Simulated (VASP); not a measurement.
A run of VASP 6.6.1:

File INCAR:

```
ALGO = Normal ; EDIFF = 1E-7
ENCUT = 520 ; GGA = PS
ISIF = 2 ; ISMEAR = -1
LASPH = True ; LCHARG = False
LREAL = False ; LWAVE = False
NBANDS = 28 ; NELM = 60
PREC = Accurate ; SIGMA = 0.05
```

Contents of KPOINTS:

```
k-points
0
Gamma
  7 7 7
```

The input POSCAR:

```
BaTiO3
1.0
    3.9316352889      0.0000000000      0.0000000000
    0.0000000000      2.7985588135      2.8066973133
    0.0000000000     -2.7985588135      2.8066973133
Ba Ti O
1 1 3
Direct
    0.0000000000      0.0000000000      0.0000000000
    0.5000000000      0.5124000000      0.5124000000
    0.5000000000      0.9918400000      0.5052400000
    0.5000000000      0.5052400000      0.9918400000
    0.0000000000      0.4874000000      0.4874000000
```

Potentials or basis: VASP PAW PBE potentials, release 64 (Ba_sv, Ti_sv, O).

The run is started by

```sh
$ cat potpaw_PBE.64/Ba_sv/POTCAR potpaw_PBE.64/Ti_sv/POTCAR potpaw_PBE.64/O/POTCAR > POTCAR
$ mpirun -np 1 vasp_std > vasp.out
```

Hardware: 1 thread of AMD EPYC 9R14 (Zen 4), with other jobs on the host.

Question: How long does it take, and how much memory?

Answer: Run time: 110 s on 1 thread of AMD EPYC 9R14 (Zen 4), on a shared host, peak memory 0.22 GiB. Counts: scf iterations 17, k points 64.
